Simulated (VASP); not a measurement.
# Al (P6_3/mmc) in VASP: further runs

Al is run at these levels: LDA; tasks: single point.

All numbers are computed with VASP 6.6.1; they aren't measurements. Logs are shortened: lines on timing, memory, paths and dates and some standing lists are left out, and cuts for length are marked.

**1. The cell of the first run**

Symmetry: P6_3/mmc, No. 194, hexagonal system. The conventional cell has a = 2.849 Å, b = 2.849 Å, c = 4.931 Å, α = 90.00°, β = 90.00°, γ = 120.00°. Within 3.8 Å of Al (site symmetry -6m2) lie 12 Al at 2.85 to 2.96 Å.

**2. Single point, LDA**

File INCAR:

```
ALGO = Normal ; EDIFF = 1E-7
ENCUT = 520 ; ISIF = 2
ISMEAR = -1 ; LASPH = T
LCHARG = F ; LREAL = F
LWAVE = F ; NBANDS = 10
NELM = 80 ; PREC = Accurate
SIGMA = 0.1
```

File KPOINTS:

```
k-points
0
Gamma
  12 12 6
```

File POSCAR:

```
Al
1.0
    2.8494655857      0.0000000000      0.0000000000
   -1.4247327979      2.4677095843      0.0000000000
    0.0000000000      0.0000000000      4.9308948445
Al
2
Direct
    0.6666666667      0.3333333333      0.7500000000
    0.3333333333      0.6666666667      0.2500000000
```

Potentials or basis: VASP PAW LDA potentials, release 64 (Al).

Launch:

```
$ cat potpaw_LDA.64/Al/POTCAR > POTCAR
$ mpirun -np 1 vasp_std > vasp.out
```

OUTCAR:

```text
EDIFF = 1E-7
   ENCUT = 520
   ISIF = 2
   ISMEAR = -1
   LASPH = T
   LREAL = F
   NELM = 80
   PREC = Accurate

 ion  position               nearest neighbor table
   1  0.667  0.333  0.750-   2 2.96   2 2.96   2 2.96   2 2.96   2 2.96   2 2.96
   2  0.333  0.667  0.250-   1 2.96   1 2.96   1 2.96   1 2.96   1 2.96   1 2.96

  LATTYP: Found a hexagonal cell.
 ALAT       =     2.8494655857
 C/A-ratio  =     1.7304630276

  Lattice vectors:

 A1 = (   2.8494655857,   0.0000000000,   0.0000000000)
 A2 = (  -1.4247327979,   2.4677095843,   0.0000000000)
 A3 = (   0.0000000000,   0.0000000000,   4.9308948445)

Analysis of symmetry for initial positions (statically):
=====================================================================
 Subroutine PRICEL returns:
 Original cell was already a primitive cell.

 Routine SETGRP: Setting up the symmetry group for a
 hexagonal supercell.

 Subroutine GETGRP returns: Found 24 space group operations
 (whereof 12 operations were pure point group operations)
 out of a pool of 24 trial point group operations.

The static configuration has the point symmetry D_3d.
 The point group associated with its full space group is D_6h.

Analysis of symmetry for dynamics (positions and initial velocities):
=====================================================================
 Subroutine PRICEL returns:
 Original cell was already a primitive cell.

 Routine SETGRP: Setting up the symmetry group for a
 hexagonal supercell.

 Subroutine GETGRP returns: Found 24 space group operations
 (whereof 12 operations were pure point group operations)
 out of a pool of 24 trial point group operations.

The dynamic configuration has the point symmetry D_3d.
 The point group associated with its full space group is D_6h.

 Subroutine INISYM returns: Found 24 space group operations
 (whereof 12 operations are pure point group operations),
 and found     1 'primitive' translations

----------------------------------------------------------------------------------------

                                     Primitive cell

  volume of cell :      34.6723

  direct lattice vectors                    reciprocal lattice vectors
     2.849465586  0.000000000  0.000000000     0.350943000  0.202617036  0.000000000
    -1.424732798  2.467709584  0.000000000     0.000000000  0.405234071  0.000000000
     0.000000000  0.000000000  4.930894845     0.000000000  0.000000000  0.202802946

  length of vectors
     2.849465586  2.849465588  4.930894845     0.405234071  0.405234071  0.202802946

  position of ions in fractional coordinates (direct lattice)
     0.666666667  0.333333333  0.750000000
     0.333333333  0.666666667  0.250000000

  ion indices of the primitive-cell ions
   primitive index   ion index
                 1           1
                 2           2

----------------------------------------------------------------------------------------

 KPOINTS: k-points

Automatic generation of k-mesh.
 Grid dimensions read from file:
 generate k-points for:   12   12    6

 Generating k-lattice:

  Cartesian coordinates                     Fractional coordinates (reciprocal lattice)
     0.029245250  0.016884753  0.000000000     0.083333333  0.000000000  0.000000000
     0.000000000  0.033769506  0.000000000     0.000000000  0.083333333  0.000000000
     0.000000000  0.000000000  0.033800491     0.000000000  0.000000000  0.166666667

  Length of vectors
     0.033769506  0.033769506  0.033800491

  Shift w.r.t. Gamma in fractional coordinates (k-lattice)
     0.000000000  0.000000000  0.000000000

 Subroutine IBZKPT returns following result:
 ===========================================

 Found     76 irreducible k-points:

 Following reciprocal coordinates:
            Coordinates               Weight
  0.000000  0.000000  0.000000      1.000000
  0.083333 -0.000000  0.000000      6.000000
  0.166667 -0.000000  0.000000      6.000000
  0.250000 -0.000000  0.000000      6.000000
  0.333333  0.000000  0.000000      6.000000
  0.416667  0.000000  0.000000      6.000000
[... 16 lines left out ...]
  0.250000 -0.000000  0.166667     12.000000
  0.333333  0.000000  0.166667     12.000000
 [... further k-points ...]
   k-points           NKPTS =     76   k-points in BZ     NKDIM =     76   number of bands    NBANDS=     10
   number of dos      NEDOS =    301   number of ions     NIONS =      2
   total plane-waves  NPLWV =  23040
   dimension x,y,z NGX =    24 NGY =   24 NGZ =   40
   dimension x,y,z NGXF=    48 NGYF=   48 NGZF=   80
   ions per type =               2
   NGX,Y,Z   is equivalent  to a cutoff of  14.00, 14.00, 13.49 a.u.
   NGXF,Y,Z  is equivalent  to a cutoff of  28.00, 28.00, 26.97 a.u.
 SYSTEM =  unknown system
   PREC   = accura    normal or accurate (medium, high low for compatibility)
   ISTART =      0    job   : 0-new  1-cont  2-samecut
   ICHARG =      2    charge: 1-file 2-atom 10-const
   ISPIN  =      1    spin polarized calculation?
   LNONCOLLINEAR =      F non collinear calculations
   LSORBIT =      F    spin-orbit coupling
   LASPH  =      T    aspherical Exc in radial PAW
   ENCUT  =  520.0 eV  38.22 Ry    6.18 a.u.   5.30  5.30  9.17*2*pi/ulx,y,z
   NELM   =     80;   NELMIN=  2; NELMDL= -5     # of ELM steps
   EDIFF  = 0.1E-06   stopping-criterion for ELM
   LREAL  =      F    real-space projection
   EDIFFG = 0.1E-05   stopping-criterion for IOM
   NSW    =      0    number of steps for IOM
   IBRION =     -1    ionic relax: 0-MD 1-quasi-New 2-CG
   NFREE  =      0    steps in history (QN), initial steepest desc. (CG)
   ISIF   =      2    stress and relaxation
   ISYM   =      2    0-nonsym 1-usesym 2-fastsym
   POTIM  = 0.5000    time-step for ionic-motion
   TEBEG  =    0.0;   TEEND  =   0.0 temperature during run
   PSTRESS=    0.0 pullay stress
   NELECT =       6.0000    total number of electrons
   NUPDOWN=      -1.0000    fix difference up-down
   EMIN   =  10.00;   EMAX   =-10.00  energy-range for DOS
   EFERMI =   0.00;   METHOD = LEGACY
   ISMEAR =    -1;   SIGMA  =   0.10  broadening in eV -4-tet -1-fermi 0-gaus
   EFERMI_NEDOS =   21; number of points for ismear=-14 and -15
   IALGO  =     38    algorithm
   IMIX   =      4    mixing-type and parameters
     AMIX     =   0.40;   BMIX     =  1.00
     AMIX_MAG =   1.60;   BMIX_MAG =  1.00
  volume/ion in A,a.u.               =      17.34       116.99
  Fermi-wavevector in a.u.,A,eV,Ry     =   0.912286  1.723970 11.323654  0.832265
  Thomas-Fermi vector in A             =   2.036664
   LORBIT       =      0    0 simple, 1 ext, 2 COOP (PROOUT), +10 PAW based schemes
   GGA     = CA    functional components
   LHFCALC =     F    Hartree Fock is set to
   AEXX    =    0.0000 exact exchange contribution
   IVDW    =     0    specifies the selected vdW correction
   LEPSILON=     F    determine dielectric tensor
   LRPA    =     F    only Hartree local field effects (RPA)
 non-spin polarized calculation
  energy-cutoff  :      520.00
  volume of cell :       34.67
 maximum number of plane-waves:       944
 NGX is ok and might be reduce to    24
   NGX = 11   NGY = 11   NGZ = 19

 number of electron       6.0000000 magnetization

 Free energy of the ion-electron system (eV)
  ---------------------------------------------------
  ext. energy  EPLUGINS =         0.00000000
  ---------------------------------------------------
  free energy    TOTEN  =        -8.26103064 eV

  energy without entropy =       -8.22888423  energy(sigma->0) =       -8.24495744

 E-fermi :   7.2679     XC(G=0): -10.1616

 val. band max:        7.2678131488   @ k =   0.3333   0.0833   0.5000
 cond. band min:       7.3038195973   @ k =   0.4167   0.0833   0.0000
 fundamental gap:      0.0360064485
 Fermi energy:         7.2679201348

 k-point     1 :       0.0000    0.0000    0.0000
  band No.  band energies     occupation
      1      -3.4817      2.00000
      2       2.2697      2.00000
      3       2.6724      2.00000
      4      18.2435      0.00000
      5      18.2441      0.00000
      6      18.2441      0.00000
      7      18.6549      0.00000
      8      18.6549      0.00000
      9      19.0771      0.00000
     10      21.5320      0.00000

 k-point     2 :       0.0833   -0.0000    0.0000
  band No.  band energies     occupation
      1      -3.3133      2.00000
      2       2.4353      2.00000
      3       2.8298      2.00000
      4      15.6525      0.00000
      5      16.8491      0.00000
      6      17.8379      0.00000
      7      19.1313      0.00000
      8      19.2084      0.00000
      9      20.3387      0.00000
     10      20.6586      0.00000

 k-point     3 :       0.1667   -0.0000    0.0000
  band No.  band energies     occupation
      1      -2.8095      2.00000
      2       2.9291      2.00000
      3       3.3021      2.00000
      4      12.5834      0.00000
      5      15.5588      0.00000
      6      16.7491      0.00000
      7      17.6193      0.00000
      8      18.1493      0.00000
      9      19.9220      0.00000
     10      20.0428      0.00000

 k-point     4 :       0.2500   -0.0000    0.0000
  band No.  band energies     occupation
      1      -1.9738      2.00000
      2       3.7392      2.00000
      3       4.0886      2.00000
      4       9.6835      0.00000
      5      14.5553      0.00000
      6      14.6913      0.00000
      7      15.4205      0.00000
      8      16.2135      0.00000
      9      19.1873      0.00000
     10      20.1285      0.00000

 k-point     5 :       0.3333    0.0000    0.0000
  band No.  band energies     occupation
      1      -0.8124      2.00000
      2       4.8138      2.00000
      3       5.1869      2.00000
      4       7.0788      1.73789
      5      12.3271      0.00000
      6      12.8064      0.00000
      7      13.8398      0.00000
      8      15.4125      0.00000
      9      18.5482      0.00000
     10      19.6057      0.00000

 k-point     6 :       0.4167    0.0000    0.0000
  band No.  band energies     occupation
      1       0.6658      2.00000
      2       4.4768      2.00000
      3       6.4534      1.99942
      4       6.5838      1.99786
      5      10.1319      0.00000
      6      10.4820      0.00000
      7      13.4112      0.00000
      8      14.9330      0.00000
      9      18.1664      0.00000
     10      19.1280      0.00000
[... 183 lines left out ...]
 k-point    21 :       0.0833   -0.0000    0.1667
  band No.  band energies     occupation
      1      -3.1451      2.00000
      2       0.8308      2.00000
      3       4.7341      2.00000
      4      15.4160      0.00000
      5      16.1313      0.00000
      6      16.9904      0.00000
      7      18.5329      0.00000
      8      19.3622      0.00000
      9      20.2449      0.00000
     10      20.5406      0.00000

 k-point    22 :       0.1667   -0.0000    0.1667
  band No.  band energies     occupation
      1      -2.6418      2.00000
      2       1.3215      2.00000
      3       5.2069      2.00000
      4      12.7168      0.00000
      5      15.7016      0.00000
      6      15.9988      0.00000
      7      16.2010      0.00000
      8      17.7954      0.00000
      9      19.0643      0.00000
     10      19.7576      0.00000

 k-point    23 :       0.2500   -0.0000    0.1667
  band No.  band energies     occupation
      1      -1.8071      2.00000
      2       2.1339      2.00000
      3       5.9825      1.99999
      4       9.8386      0.00000
      5      13.4629      0.00000
      6      14.6987      0.00000
      7      15.8781      0.00000
      8      16.7102      0.00000
      9      18.0582      0.00000
     10      18.0972      0.00000

 k-point    24 :       0.3333    0.0000    0.1667
  band No.  band energies     occupation
      1      -0.6469      2.00000
      2       3.2554      2.00000
      3       6.8012      1.98137
      4       7.4580      0.26011
      5      10.9172      0.00000
      6      13.9834      0.00000
      7      14.4021      0.00000
      8      15.5096      0.00000
      9      17.4023      0.00000
     10      18.3274      0.00000

 [... further k-points ...]
[... 5 lines left out ...]
  --------------------------------------------------------------------------------------
  -------------------------------------------------------------------------------------
  Total       -1.0019098     -1.0019098     -1.5218535      0.0000000     -0.0000000      0.0000000
  in kB      -46.2973354    -46.2973354    -70.3234596      0.0000001     -0.0000000      0.0000000
  external PRESSURE =     -54.3060434 kB  Pullay stress =       0.0000000 kB

 VOLUME and BASIS-vectors are now :
 -----------------------------------------------------------------------------
  energy-cutoff  :      520.00
  volume of cell :       34.67
      direct lattice vectors                 reciprocal lattice vectors
     2.849465586  0.000000000  0.000000000     0.350943000  0.202617036  0.000000000
    -1.424732798  2.467709584  0.000000000     0.000000000  0.405234071  0.000000000
     0.000000000  0.000000000  4.930894845     0.000000000  0.000000000  0.202802946

 POSITION                                       TOTAL-FORCE (eV/Angst)
 -----------------------------------------------------------------------------------
      1.42473      0.82257      3.69817         0.000000     -0.000000      0.000000
     -0.00000      1.64514      1.23272        -0.000000      0.000000      0.000000
 -----------------------------------------------------------------------------------
    total drift:                               -0.000000      0.000000     -0.000000

  FREE ENERGIE OF THE ION-ELECTRON SYSTEM (eV)
  ---------------------------------------------------
  free  energy   TOTEN  =        -8.2610306414 eV

  energy  without entropy=       -8.2288842305  energy(sigma->0) =       -8.24495744
```

Run time: 19 s. Hardware: 1 thread of Intel Xeon 8259CL, shared host; peak memory 0.14 GiB.

Results:

```yaml
Free_energy: -8.2610 eV
Pressure: -5.4 GPa
Band_gap_on_the_k_mesh: zero (band 3 reaches 10.89 eV, above the bottom of band 4 at 4.23 eV)
```

Stress tensor (GPa, compression positive):
```
-4.63  0.00  0.00
 0.00 -4.63  0.00
 0.00  0.00 -7.03
```

Levels at points of the mesh, in eV from the Fermi level:
| k point | band 1 | band 2 | band 3 | band 4 | band 5 | band 6 | band 7 | band 8 |
| --- | --- | --- | --- | --- | --- | --- | --- | --- |
| (0.00, 0.00, 0.00) | -10.75 | -5.00 | -4.60 | 10.98 | 10.98 | 10.98 | 11.39 | 11.39 |
| (0.50, 0.00, 0.00) | -4.91 | -4.73 | 0.54 | 0.65 | 1.19 | 1.57 | 6.00 | 7.50 |
| (0.00, 0.00, 0.50) | -9.24 | -9.24 | 2.34 | 2.34 | 12.14 | 12.14 | 12.14 | 12.14 |
| (0.50, 0.00, 0.50) | -3.64 | -3.64 | -3.04 | -3.04 | 7.29 | 7.29 | 7.38 | 7.38 |

**3. Single point, LDA**

This run uses another cell than the first one, of 18.00 Å³/atom, 1.038 times its volume.

File INCAR:

```
SYSTEM = Al
ALGO = Normal
EDIFF = 1E-7
ENCUT = 520
ISIF = 2
ISMEAR = -1
LASPH = .True.
LCHARG = .True.
LELF = .True.
LREAL = .False.
LVHAR = .True.
LWAVE = .False.
NBANDS = 10
NELM = 60
PREC = Accurate
SIGMA = 0.1
```

File KPOINTS:

```
k-points
0
Gamma
  12 12 6
  0 0 0
```

File POSCAR:

```
Al
1.0
    2.8855385998      0.0000000000      0.0000000000
   -1.4427693050      2.4989497309      0.0000000000
    0.0000000000      0.0000000000      4.9933178617
Al
2
Direct
    0.6666666667      0.3333333333      0.7500000000
    0.3333333333      0.6666666667      0.2500000000
```

Potentials or basis: VASP PAW LDA potentials, release 64 (Al).

Launch:

```
$ cat potpaw_LDA.64/Al/POTCAR > POTCAR
$ mpirun -np 1 vasp_std > vasp.out
```

It took 23 s on 1 thread of Intel Xeon 8259CL, shared host; peak memory 0.15 GiB.

It converged, with:

```
Free energy            : -8.2081 eV
Pressure               : -7.2 GPa
Band gap on the k mesh : zero (band 3 reaches 10.46 eV, above the bottom of band 4 at 3.89 eV)
```

Stress tensor (GPa, compression positive):
```
-6.58  0.00  0.00
 0.00 -6.58  0.00
 0.00  0.00 -8.51
```

Levels at points of the mesh, in eV from the Fermi level:
| k point | band 1 | band 2 | band 3 | band 4 | band 5 | band 6 |
| --- | --- | --- | --- | --- | --- | --- |
| (0.00, 0.00, 0.00) | -10.49 | -4.93 | -4.43 | 10.66 | 10.66 | 10.82 |
| (0.50, 0.00, 0.00) | -4.81 | -4.58 | 0.50 | 0.67 | 1.09 | 1.62 |
| (0.00, 0.00, 0.50) | -9.02 | -9.02 | 2.29 | 2.29 | 11.85 | 11.85 |
| (0.50, 0.00, 0.50) | -3.52 | -3.52 | -2.99 | -2.99 | 7.09 | 7.09 |
